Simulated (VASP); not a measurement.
Write the native input for VASP 6.6.1 that does the following.

```yaml
Task: single point
Functional: PBE
Potentials_or_basis: VASP PAW PBE potentials, release 64 (Pb_d, O)
Cutoff: 520 eV
k_mesh: 6 × 6 × 6
Occupations: tetrahedron
Spin: no spin polarisation
Dipole_correction: no
Further_INCAR_settings: ALGO = Normal; EDIFF = 1e-06; NBANDS = 20
```

The structure of PbO2 lies in POSCAR:

```
PbO2
1.0
    0.0000000000      2.7019920000      2.7019920000
    2.7019920000      0.0000000000      2.7019920000
    2.7019920000      2.7019920000      0.0000000000
Pb O
1 2
Direct
    0.0000000000      0.0000000000      0.0000000000
    0.2500000000      0.2500000000      0.2500000000
    0.7500000000      0.7500000000      0.7500000000
```

The input as run:

INCAR

```
SYSTEM = PbO2
PREC     = Accurate       ! precision mode
ENCUT    = 520            ! plane-wave cutoff, eV
EDIFF    = 1E-6           ! SCF threshold, eV
ISMEAR   = -4             ! smearing method
SIGMA    = 0.1            ! smearing width, eV
LREAL    = .False.        ! projectors in reciprocal space
LASPH    = .True.         ! aspherical terms in the spheres
NELM     = 80             ! most SCF steps
ALGO     = Normal         ! electronic algorithm
ISIF     = 2              ! what is computed and relaxed
LWAVE    = .False.        ! write WAVECAR
LCHARG   = .True.         ! write CHGCAR
GGA      = PE             ! functional
LELF     = .True.         ! ELF
LVHAR    = .True.       
NBANDS   = 20             ! bands
```

KPOINTS

```
regular mesh
0
Gamma
  6 6 6
  0 0 0
```

Potentials or basis: VASP PAW PBE potentials, release 64 (Pb_d, O).

Command:

```console
$ cat potpaw_PBE.64/Pb_d/POTCAR potpaw_PBE.64/O/POTCAR > POTCAR
$ mpirun -np 1 vasp_std > vasp.out
```

Results of the run:

```yaml
Pressure: 0.4 GPa
Band_gap_on_the_k_mesh: zero (band 13 reaches 5.63 eV, above the bottom of band 14 at 4.44 eV)
```

Caveat: spin-orbit coupling is left out, which moves the levels of the heavy elements.

Run time: 12 s on 1 thread of AMD EPYC 7R43 64-Core Processor (Zen 3) (shared host), peak memory 0.12 GiB.
